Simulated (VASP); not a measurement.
Input of a VASP 6.6.1 run:

Contents of INCAR:

```
SYSTEM = CaO
PREC = Accurate ; ENCUT = 600
EDIFF = 1E-6 ; ISMEAR = -1
SIGMA = 0.01 ; LREAL = .FALSE.
LASPH = .TRUE. ; NELM = 120
ALGO = Normal ; ISIF = 2
LWAVE = .FALSE. ; LCHARG = .TRUE.
GGA = PE ; LELF = .TRUE.
LVHAR = .TRUE. ; NBANDS = 15
GGA_COMPAT = .FALSE.
```

The input KPOINTS:

```
Automatic mesh
0
G
  1 1 1
  0 0 0
```

POSCAR

```
CaO
1.0
    0.0000000000      2.4065000000      2.4065000000
    2.4065000000      0.0000000000      2.4065000000
    2.4065000000      2.4065000000      0.0000000000
Ca O
1 1
Direct
    0.0000000000      0.0000000000      0.0000000000
    0.5000000000      0.5000000000      0.5000000000
```

Potentials or basis: VASP PAW PBE potentials, release 64 (Ca_sv, O).

The run is started by

```bash
$ cat potpaw_PBE.64/Ca_sv/POTCAR potpaw_PBE.64/O/POTCAR > POTCAR
$ mpirun -np 1 vasp_gam > vasp.out
```

(1) Estimate the band gap on the k mesh.

(2) What does it give for the pressure?

Answers

(1) 2.62 eV.

(2) 52.0 GPa.

Caveat: the k points lie up to 2.26 Å⁻¹ apart.
